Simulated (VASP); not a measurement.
A run of VASP 6.6.1 is set up as follows.

Contents of INCAR:

```
PREC     = Accurate       # precision mode
ENCUT    = 520            # plane-wave cutoff, eV
EDIFF    = 1E-6           # SCF threshold, eV
ISMEAR   = -1             # smearing method
SIGMA    = 0.05           # smearing width, eV
LREAL    = False          # projectors in reciprocal space
LASPH    = True           # aspherical terms in the spheres
NELM     = 100            # most SCF steps
ALGO     = Normal         # electronic algorithm
ISIF     = 2              # what is computed and relaxed
LWAVE    = False          # write WAVECAR
LCHARG   = False          # write CHGCAR
GGA      = PE             # functional
NBANDS   = 63             # bands
```

Contents of KPOINTS:

```
regular mesh
0
Gamma
  4 4 2
```

POSCAR

```
HfIn4SiO6
1.0
    5.2061046350      0.0000000000      0.0000000000
   -2.6030572499      4.5086204010      0.0000000000
    0.0000000000      0.0000000000     10.4163426414
Hf In Si O
1 4 1 6
Direct
    0.6666700000      0.3333300000      0.0000000000
    0.0000000000      0.0000000000      0.3044600000
    0.0000000000      0.0000000000      0.6955400000
    0.3333300000      0.6666700000      0.7891900000
    0.3333300000      0.6666700000      0.2108100000
    0.0000000000      0.0000000000      0.0000000000
    0.9730000000      0.7049600000      0.8997200000
    0.2950400000      0.0270000000      0.1002800000
    0.2950400000      0.2680400000      0.8997200000
    0.7319600000      0.7049600000      0.1002800000
    0.7319600000      0.0270000000      0.8997200000
    0.9730000000      0.2680400000      0.1002800000
```

Potentials or basis: VASP PAW PBE potentials, release 64 (Hf_pv, In_d, Si, O).

Run with:

```sh
$ cat potpaw_PBE.64/Hf_pv/POTCAR potpaw_PBE.64/In_d/POTCAR potpaw_PBE.64/Si/POTCAR potpaw_PBE.64/O/POTCAR > POTCAR
$ mpirun -np 1 vasp_std > vasp.out
```

Task: What does it give for the largest force?

Result: 0.360 eV/Å.

Task: Predict the pressure.

Result: 3.3 GPa.

Task: Predict the band gap on the k mesh.

Result: 0.15 eV (least direct gap 1.58 eV).

Forces on the atoms (eV/Å):
```
Hf  -0.001  0.000  0.000
In   0.000  0.000  0.360
In   0.000  0.000 -0.360
In   0.000  0.000 -0.360
In   0.000  0.000  0.360
Si   0.000  0.000  0.000
O    0.167 -0.107 -0.226
O    0.177 -0.091  0.226
O    0.010  0.198 -0.226
O   -0.167 -0.107  0.226
O   -0.176 -0.091 -0.227
O   -0.009  0.198  0.227
```

Caveat: the cell stands under pressure; spin-orbit coupling is left out, which moves the levels of the heavy elements. A k mesh can miss the band edges.
